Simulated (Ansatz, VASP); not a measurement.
## MgH2 in VASP and in Ansatz

```
Mg H
1.0
     4.06779    0.00000    0.00000
     0.00000    4.06779    0.00000
     0.00000    0.00000    2.87636
Mg H
1 2
Direct
  0.00000 0.00000 0.00000
  0.50000 0.00000 0.50000
  0.00000 0.50000 0.50000
```

Change from the starting cell: ordered vacancies on the cation sites of caesium chloride (P4/mmm, No. 123).

Alike in both runs: task relaxation of cell and atoms; functional PBE; k mesh 4 × 4 × 6; occupations gaussian, width 0.1 eV; no spin polarisation.

```csv
,VASP,Ansatz
version,VASP 6.6.1,Ansatz 0.2.0
potentials or method,"VASP PAW PBE potentials, release 64 (Mg, H), cutoff 600 eV","scalar-relativistic, plane waves, PAW"
valence electrons in the cell,4,12
```

```tsv
	VASP	Ansatz	Ansatz less VASP
gap on the k mesh at the Fermi level, each at its own relaxed structure (eV)	none	none	-
relaxed volume (Å³/atom)	9.52	9.67	+0.147
relaxed cell length with the largest relative difference (Å)	3.277	3.305	+0.0282
```

A gap of «none» marks a metal or a gap that the smearing closes. VASP's potentials hold 4 valence electrons a cell and Ansatz's 12, so a difference there can come from the potentials and not from the codes.

The k mesh is coarse, so the values compare programs but aren't converged. Noted on VASP's run: the volume moved by over 15 % at a fixed basis, so the end points are rough.
